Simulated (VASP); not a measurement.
# MnSi (P2_13) in VASP: relaxation of cell and atoms with PBEsol

Aim: the relaxation of cell and atoms of MnSi with PBEsol.

All numbers are computed with VASP 6.6.1; they aren't measurements. Logs are shortened: lines on timing, memory, paths and dates and some standing lists are left out, and cuts for length are marked.

## Step 1: The cell of the first run

The structure is cubic, space group P2_13 (No. 198). The conventional cell has a = 4.548 Å, b = 4.548 Å, c = 4.548 Å, α = 90.00°, β = 90.00°, γ = 90.00°. Mn (site symmetry 3) has 7 Si at 2.30 to 2.53 Å and 6 Mn at 2.79 Å within 3.0 Å. Si (site symmetry 3) has 7 Mn at 2.30 to 2.53 Å and 6 Si at 2.81 Å within 3.0 Å.

## Step 2: Relaxation of cell and atoms, PBEsol

Contents of INCAR:

```
ALGO     = Normal         # electronic algorithm
EDIFF    = 1E-6           # SCF threshold, eV
EDIFFG   = -0.002         # ionic threshold
ENCUT    = 600            # plane-wave cutoff, eV
GGA      = PS             # functional
IBRION   = 2              # ionic algorithm
ISIF     = 3              # what is computed and relaxed
ISMEAR   = 0              # smearing method
LASPH    = True           # aspherical terms in the spheres
LCHARG   = False          # write CHGCAR
LREAL    = False          # projectors in reciprocal space
LWAVE    = False          # write WAVECAR
NELM     = 100            # most SCF steps
NSW      = 80             # ionic steps
PREC     = Accurate       # precision mode
SIGMA    = 0.05           # smearing width, eV
```

Contents of KPOINTS:

```
k-points
0
Gamma
  8 8 8
```

Contents of POSCAR:

```
MnSi
1.0
    4.5480000000      0.0000000000      0.0000000000
    0.0000000000      4.5480000000      0.0000000000
    0.0000000000      0.0000000000      4.5480000000
Mn Si
4 4
Direct
    0.1380000000      0.1380000000      0.1380000000
    0.3620000000      0.8620000000      0.6380000000
    0.6380000000      0.3620000000      0.8620000000
    0.8620000000      0.6380000000      0.3620000000
    0.8460000000      0.8460000000      0.8460000000
    0.6540000000      0.1540000000      0.3460000000
    0.3460000000      0.6540000000      0.1540000000
    0.1540000000      0.3460000000      0.6540000000
```

Potentials or basis: VASP PAW PBE potentials, release 64 (Mn_pv, Si).

The run is started by

```
$ cat potpaw_PBE.64/Mn_pv/POTCAR potpaw_PBE.64/Si/POTCAR > POTCAR
$ mpirun -np 1 vasp_std > vasp.out
```

OUTCAR:

```text
EDIFF = 1E-6
   EDIFFG = -0.002
   ENCUT = 600
   GGA = PS
   IBRION = 2
   ISIF = 3
   ISMEAR = 0
   LASPH = True
   LREAL = False
   NELM = 100
   NSW = 80
   PREC = Accurate

 ion  position               nearest neighbor table
   1  0.138  0.138  0.138-   5 2.30   6 2.40   7 2.40   8 2.40   7 2.53   8 2.53   6 2.53   3 2.79
                             4 2.79   2 2.79   2 2.79   4 2.79   3 2.79
   2  0.362  0.862  0.638-   6 2.30   5 2.40   7 2.40   8 2.40   7 2.53   8 2.53   5 2.53   1 2.79
                             1 2.79   3 2.79   3 2.79   4 2.79   4 2.79
   3  0.638  0.362  0.862-   7 2.30   6 2.40   5 2.40   8 2.40   8 2.53   6 2.53   5 2.53   1 2.79
                             4 2.79   2 2.79   2 2.79   4 2.79   1 2.79
   4  0.862  0.638  0.362-   8 2.30   6 2.40   7 2.40   5 2.40   6 2.53   5 2.53   7 2.53   1 2.79
                             3 2.79   2 2.79   1 2.79   2 2.79   3 2.79
   5  0.846  0.846  0.846-   1 2.30   2 2.40   3 2.40   4 2.40   3 2.53   4 2.53   2 2.53   6 2.81
                             7 2.81   8 2.81   6 2.81   8 2.81   7 2.81
   6  0.654  0.154  0.346-   2 2.30   1 2.40   3 2.40   4 2.40   3 2.53   4 2.53   1 2.53   8 2.81
                             5 2.81   5 2.81   7 2.81   7 2.81   8 2.81
   7  0.346  0.654  0.154-   3 2.30   2 2.40   1 2.40   4 2.40   4 2.53   2 2.53   1 2.53   8 2.81
                             5 2.81   8 2.81   6 2.81   6 2.81   5 2.81
   8  0.154  0.346  0.654-   4 2.30   2 2.40   3 2.40   1 2.40   2 2.53   1 2.53   3 2.53   7 2.81
                             5 2.81   7 2.81   5 2.81   6 2.81   6 2.81

  LATTYP: Found a simple cubic cell.
 ALAT       =     4.5480000000

  Lattice vectors:

 A1 = (   4.5480000000,   0.0000000000,   0.0000000000)
 A2 = (   0.0000000000,   4.5480000000,   0.0000000000)
 A3 = (   0.0000000000,   0.0000000000,   4.5480000000)

Analysis of symmetry for initial positions (statically):
=====================================================================
 Subroutine PRICEL returns:
 Original cell was already a primitive cell.

 Routine SETGRP: Setting up the symmetry group for a
 simple cubic supercell.

 Subroutine GETGRP returns: Found 12 space group operations
 (whereof  3 operations were pure point group operations)
 out of a pool of 48 trial point group operations.

The static configuration has the point symmetry C_3 .
 The point group associated with its full space group is T   .

Analysis of symmetry for dynamics (positions and initial velocities):
=====================================================================
 Subroutine PRICEL returns:
 Original cell was already a primitive cell.

 Routine SETGRP: Setting up the symmetry group for a
 simple cubic supercell.

 Subroutine GETGRP returns: Found 12 space group operations
 (whereof  3 operations were pure point group operations)
 out of a pool of 48 trial point group operations.

The dynamic configuration has the point symmetry C_3 .
 The point group associated with its full space group is T   .

 Subroutine INISYM returns: Found 12 space group operations
 (whereof  3 operations are pure point group operations),
 and found     1 'primitive' translations

----------------------------------------------------------------------------------------

                                     Primitive cell

  volume of cell :      94.0722

  direct lattice vectors                    reciprocal lattice vectors
     4.548000000  0.000000000  0.000000000     0.219876869  0.000000000  0.000000000
     0.000000000  4.548000000  0.000000000     0.000000000  0.219876869  0.000000000
     0.000000000  0.000000000  4.548000000     0.000000000  0.000000000  0.219876869

  length of vectors
     4.548000000  4.548000000  4.548000000     0.219876869  0.219876869  0.219876869

  position of ions in fractional coordinates (direct lattice)
     0.138000000  0.138000000  0.138000000
     0.362000000  0.862000000  0.638000000
     0.638000000  0.362000000  0.862000000
     0.862000000  0.638000000  0.362000000
     0.846000000  0.846000000  0.846000000
     0.654000000  0.154000000  0.346000000
     0.346000000  0.654000000  0.154000000
     0.154000000  0.346000000  0.654000000

  ion indices of the primitive-cell ions
   primitive index   ion index
                 1           1
                 2           2
                 3           3
                 4           4
                 5           5
                 6           6
                 7           7
                 8           8

----------------------------------------------------------------------------------------

 KPOINTS: k-points

Automatic generation of k-mesh.
 Grid dimensions read from file:
 generate k-points for:    8    8    8

 Generating k-lattice:

  Cartesian coordinates                     Fractional coordinates (reciprocal lattice)
     0.027484609  0.000000000  0.000000000     0.125000000  0.000000000  0.000000000
     0.000000000  0.027484609  0.000000000     0.000000000  0.125000000  0.000000000
     0.000000000  0.000000000  0.027484609     0.000000000  0.000000000  0.125000000

  Length of vectors
     0.027484609  0.027484609  0.027484609

  Shift w.r.t. Gamma in fractional coordinates (k-lattice)
     0.000000000  0.000000000  0.000000000

 Subroutine IBZKPT returns following result:
 ===========================================

 Found     45 irreducible k-points:

 Following reciprocal coordinates:
            Coordinates               Weight
  0.000000  0.000000  0.000000      1.000000
  0.125000  0.000000  0.000000      6.000000
  0.250000  0.000000  0.000000      6.000000
  0.375000  0.000000  0.000000      6.000000
  0.500000  0.000000  0.000000      3.000000
  0.125000  0.125000  0.000000     12.000000
[... 16 lines left out ...]
  0.250000  0.125000  0.125000     24.000000
  0.375000  0.125000  0.125000     24.000000
 [... further k-points ...]
   k-points           NKPTS =     45   k-points in BZ     NKDIM =     45   number of bands    NBANDS=     40
   number of dos      NEDOS =    301   number of ions     NIONS =      8
   total plane-waves  NPLWV =  46656
   dimension x,y,z NGX =    36 NGY =   36 NGZ =   36
   dimension x,y,z NGXF=    72 NGYF=   72 NGZF=   72
   ions per type =               4   4
   NGX,Y,Z   is equivalent  to a cutoff of  13.16, 13.16, 13.16 a.u.
   NGXF,Y,Z  is equivalent  to a cutoff of  26.32, 26.32, 26.32 a.u.
 SYSTEM =  unknown system
   PREC   = accura    normal or accurate (medium, high low for compatibility)
   ISTART =      0    job   : 0-new  1-cont  2-samecut
   ICHARG =      2    charge: 1-file 2-atom 10-const
   ISPIN  =      1    spin polarized calculation?
   LNONCOLLINEAR =      F non collinear calculations
   LSORBIT =      F    spin-orbit coupling
   LASPH  =      T    aspherical Exc in radial PAW
   ENCUT  =  600.0 eV  44.10 Ry    6.64 a.u.   9.08  9.08  9.08*2*pi/ulx,y,z
   NELM   =    100;   NELMIN=  2; NELMDL= -5     # of ELM steps
   EDIFF  = 0.1E-05   stopping-criterion for ELM
   LREAL  =      F    real-space projection
   EDIFFG = -.2E-02   stopping-criterion for IOM
   NSW    =     80    number of steps for IOM
   IBRION =      2    ionic relax: 0-MD 1-quasi-New 2-CG
   NFREE  =      1    steps in history (QN), initial steepest desc. (CG)
   ISIF   =      3    stress and relaxation
   ISYM   =      2    0-nonsym 1-usesym 2-fastsym
   POTIM  = 0.5000    time-step for ionic-motion
   TEBEG  =    0.0;   TEEND  =   0.0 temperature during run
   PSTRESS=    0.0 pullay stress
   NELECT =      68.0000    total number of electrons
   NUPDOWN=      -1.0000    fix difference up-down
   EMIN   =  10.00;   EMAX   =-10.00  energy-range for DOS
   EFERMI =   0.00;   METHOD = LEGACY
   ISMEAR =     0;   SIGMA  =   0.05  broadening in eV -4-tet -1-fermi 0-gaus
   EFERMI_NEDOS =   21; number of points for ismear=-14 and -15
   IALGO  =     38    algorithm
   IMIX   =      4    mixing-type and parameters
     AMIX     =   0.40;   BMIX     =  1.00
     AMIX_MAG =   1.60;   BMIX_MAG =  1.00
  volume/ion in A,a.u.               =      11.76        79.35
  Fermi-wavevector in a.u.,A,eV,Ry     =   1.469233  2.776448 29.370157  2.158646
  Thomas-Fermi vector in A             =   2.584635
   LORBIT       =      0    0 simple, 1 ext, 2 COOP (PROOUT), +10 PAW based schemes
   GGA     = PS    functional components
   LHFCALC =     F    Hartree Fock is set to
   AEXX    =    0.0000 exact exchange contribution
   IVDW    =     0    specifies the selected vdW correction
   LEPSILON=     F    determine dielectric tensor
   LRPA    =     F    only Hartree local field effects (RPA)
 conjugate gradient relaxation of ions
 non-spin polarized calculation
 Gauss-broadening in eV      SIGMA  =   0.05
  energy-cutoff  :      600.00
  volume of cell :       94.07
 maximum number of plane-waves:      3178
   NGX = 19   NGY = 19   NGZ = 19

--------------------------------------- Ionic step        1  -------------------------------------------

 number of electron      68.0000085 magnetization

 Free energy of the ion-electron system (eV)
  ---------------------------------------------------
  ext. energy  EPLUGINS =         0.00000000
  ---------------------------------------------------
  free energy    TOTEN  =       -65.92687261 eV

  energy without entropy =      -65.91407112  energy(sigma->0) =      -65.92047186

------------------------ aborting loop because EDIFF is reached ----------------------------------------

  FORCE on cell =-STRESS in cart. coord.  units (eV):
  Direction    XX          YY          ZZ          XY          YZ          ZX
  --------------------------------------------------------------------------------------
  -------------------------------------------------------------------------------------
  Total       -7.7909410     -7.7909410     -7.7909410     -0.0000000      0.0000000     -0.0000000
  in kB     -132.6902866   -132.6902866   -132.6902866     -0.0000000      0.0000000     -0.0000000
  external PRESSURE =    -132.6902866 kB  Pullay stress =       0.0000000 kB
[... 107 lines left out ...]
  FREE ENERGIE OF THE ION-ELECTRON SYSTEM (eV)
  ---------------------------------------------------
  free  energy   TOTEN  =       -66.1760315811 eV

  energy  without entropy=      -66.1645383306  energy(sigma->0) =      -66.17028496

[... ionic steps 4 to 16 ...]

--------------------------------------- Ionic step       17  -------------------------------------------

 number of electron      67.9999990 magnetization

------------------------ aborting loop because EDIFF is reached ----------------------------------------

  FORCE on cell =-STRESS in cart. coord.  units (eV):
  Direction    XX          YY          ZZ          XY          YZ          ZX
  --------------------------------------------------------------------------------------
  -------------------------------------------------------------------------------------
  Total       -0.0182129     -0.0182129     -0.0182129     -0.0000000      0.0000000      0.0000000
  in kB       -0.3300775     -0.3300775     -0.3300775     -0.0000000      0.0000000      0.0000000
  external PRESSURE =      -0.3300775 kB  Pullay stress =       0.0000000 kB
[... 69 lines left out ...]
  energy  without entropy=      -66.1650124833  energy(sigma->0) =      -66.17075481

--------------------------------------- Ionic step       19  -------------------------------------------

 number of electron      67.9999990 magnetization

 Free energy of the ion-electron system (eV)
  ---------------------------------------------------
  ext. energy  EPLUGINS =         0.00000000
  ---------------------------------------------------
  free energy    TOTEN  =       -66.17649927 eV

  energy without entropy =      -66.16501842  energy(sigma->0) =      -66.17075885

 E-fermi :  11.5303     XC(G=0): -13.1477

 val. band max:       11.5188770151   @ k =   0.1250   0.1250   0.1250
 cond. band min:      11.5342294755   @ k =   0.2500   0.0000   0.0000
 fundamental gap:      0.0153524603
 Fermi energy:        11.5302528976

 k-point     1 :       0.0000    0.0000    0.0000
  band No.  band energies     occupation
      1     -36.1010      2.00000
      2     -36.1010      2.00000
      3     -36.1010      2.00000
      4     -36.0526      2.00000
      5     -36.0526      2.00000
      6     -36.0526      2.00000
[... 1021 lines left out ...]
     39      13.6554      0.00000
     40      14.2866      0.00000

 [... further k-points ...]

------------------------ aborting loop because EDIFF is reached ----------------------------------------

  FORCE on cell =-STRESS in cart. coord.  units (eV):
  Direction    XX          YY          ZZ          XY          YZ          ZX
  --------------------------------------------------------------------------------------
  -------------------------------------------------------------------------------------
  Total       -0.0151591     -0.0151591     -0.0151591      0.0000000      0.0000000     -0.0000000
  in kB       -0.2747747     -0.2747747     -0.2747747      0.0000000      0.0000000     -0.0000000
  external PRESSURE =      -0.2747747 kB  Pullay stress =       0.0000000 kB
[... 23 lines left out ...]
  FREE ENERGIE OF THE ION-ELECTRON SYSTEM (eV)
  ---------------------------------------------------
  free  energy   TOTEN  =       -66.1764992691 eV

  energy  without entropy=      -66.1650184248  energy(sigma->0) =      -66.17075885

 reached required accuracy - stopping structural energy minimisation
```

Wall time 61 min (1 thread of Intel Xeon 8259CL, shared host); peak memory 0.29 GiB.

Results:

```
Free energy                           : -66.1765 eV
Relaxed volume                        : 11.05 Å³/atom
Relaxed cell                          : a = 4.455 Å, b = 4.455 Å, c = 4.455 Å, α = 90.00°, β = 90.00°, γ = 90.00°
Space group after relaxing (to 0.1 Å) : P2_13 (No. 198)
Energy gained by relaxing             : 31.2 meV/atom
Ionic steps                           : 19
Pressure after relaxing               : 0.0 GPa
Band gap on the k mesh                : zero (bands 34 and 35 overlap by 0.50 eV)
```

The path:
```tsv
step	energy change (eV)	largest force (eV/Å)	pressure (GPa)	volume (Å³)
1	0.0000	0.2318	-13.27	94.07
2	0.2505	0.5562	24.25	81.43
3	-0.2492	0.0471	-0.32	88.55
4	-0.2493	0.0541	-0.03	88.44
5	-0.2492	0.0607	0.28	88.33
6	-0.2494	0.0015	-0.36	88.54
7	-0.2495	0.0229	-0.18	88.47
8	-0.2496	0.0062	0.03	88.38
9	-0.2496	0.0046	0.10	88.40
10	-0.2496	0.0052	0.06	88.41
11	-0.2496	0.0032	-0.14	88.43
12	-0.2496	0.0029	-0.21	88.41
13	-0.2496	0.0044	-0.09	88.41
14	-0.2496	0.0055	-0.02	88.41
15	-0.2496	0.0032	-0.05	88.41
16	-0.2496	0.0023	-0.04	88.40
17	-0.2496	0.0033	-0.03	88.40
18	-0.2496	0.0022	-0.04	88.40
19	-0.2496	0.0015	-0.03	88.39
```

Final structure:
```yaml
crystal:
  lattice:
    - [4.45454, 0.00000, 0.00000]
    - [0.00000, 4.45454, 0.00000]
    - [0.00000, 0.00000, 4.45454]
  atoms:
    - { symbol: Mn, position: [0.13782, 0.13782, 0.13782] }
    - { symbol: Mn, position: [0.36218, 0.86218, 0.63782] }
    - { symbol: Mn, position: [0.63782, 0.36218, 0.86218] }
    - { symbol: Mn, position: [0.86218, 0.63782, 0.36218] }
    - { symbol: Si, position: [0.84573, 0.84573, 0.84573] }
    - { symbol: Si, position: [0.65427, 0.15427, 0.34573] }
    - { symbol: Si, position: [0.34573, 0.65427, 0.15427] }
    - { symbol: Si, position: [0.15427, 0.34573, 0.65427] }
```

Caveat: the PAW data sets were made with another functional, which shifts forces and pressure a little; the run has no spin polarisation, though such a crystal can be magnetic. Spin polarisation is off, so any magnetic state and its effect on volume and gap are missing.
